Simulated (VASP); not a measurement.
RbCd:

```
CELL_PARAMETERS angstrom
0.00000 4.11666 4.11666
4.11666 0.00000 4.11666
4.11666 4.11666 0.00000
ATOMIC_POSITIONS crystal
Rb 0.50000 0.50000 0.50000
Rb 0.75000 0.75000 0.75000
Cd 0.00000 0.00000 0.00000
Cd 0.25000 0.25000 0.25000
```

| Quantity | Value |
| --- | --- |
| Program | VASP 6.6.1 |
| Task | relaxation of cell and atoms |
| Functional | PBE |
| Potentials or basis | VASP PAW PBE potentials, release 64 (Rb_sv, Cd) |
| Cutoff | 600 eV |
| k mesh | 10 × 10 × 10 |
| Occupations | gaussian, width 0.1 eV |
| Spin | no spin polarisation |

At the start: pressure 2.2 GPa; volume 34.88 Å³/atom.

Q: Where does the relaxation end?

A: Over 5 steps the energy falls by 43.8 meV/atom and the volume is 42.64 Å³/atom (+22.2 %); space group Fd-3m (No. 227, to 0.1 Å) before and after.

Step by step:
```csv
step,energy change (eV),largest force (eV/Å),pressure (GPa),volume (Å³)
1,0.0000,0.0000,2.20,139.53
2,-0.1041,0.0000,1.23,149.42
3,-0.1711,0.0000,0.24,165.04
4,-0.1749,0.0000,0.04,169.48
5,-0.1750,0.0000,0.00,170.55
```

Final structure:
```
Rb Cd
1.0
     0.00000    4.40158    4.40158
     4.40158    0.00000    4.40158
     4.40158    4.40158    0.00000
Rb Cd
2 2
Direct
  0.50000 0.50000 0.50000
  0.75000 0.75000 0.75000
  0.00000 0.00000 0.00000
  0.25000 0.25000 0.25000
```

Caveat: the volume moved by over 15 % at a fixed basis, so the end points are rough.
